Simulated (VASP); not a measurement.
Input of a VASP 6.6.1 run:

The input INCAR:

```
SYSTEM = SnO
PREC = Accurate ; ENCUT = 520
EDIFF = 1E-8 ; ISMEAR = -1
SIGMA = 0.1 ; LREAL = .False.
LASPH = .True. ; NELM = 100
ALGO = Normal ; ISIF = 2
LWAVE = .False. ; LCHARG = .False.
NBANDS = 28 ; IBRION = 8
NSW = 1
```

File KPOINTS:

```
Automatic mesh
0
Gamma
  8 8 6
  0 0 0
```

POSCAR

```
SnO
1.0
    3.7654796929      0.0000000000      0.0000000000
    0.0000000000      3.7654796929      0.0000000000
    0.0000000000      0.0000000000      4.6520276924
Sn O
2 2
Direct
    0.5000000000      0.0000000000      0.2462494532
    0.0000000000      0.5000000000      0.7537505468
    0.0000000000      0.0000000000      0.0000000000
    0.5000000000      0.5000000000      0.0000000000
```

Potentials or basis: VASP PAW LDA potentials, release 64 (Sn_d, O).

Run with:

```bash
$ cat potpaw_LDA.64/Sn_d/POTCAR potpaw_LDA.64/O/POTCAR > POTCAR
$ mpirun -np 1 vasp_std > vasp.out
```

**Question.** Estimate the highest phonon frequency at Γ, LO-TO splitting left out.

**Answer.** 478 cm⁻¹.

Phonon frequencies in cm⁻¹ (negative: imaginary):
| q point | frequencies |
| --- | --- |
| (0.000, 0.000, 0.000) | 0 0 0 121 121 213 283 283 362 373 478 478 |
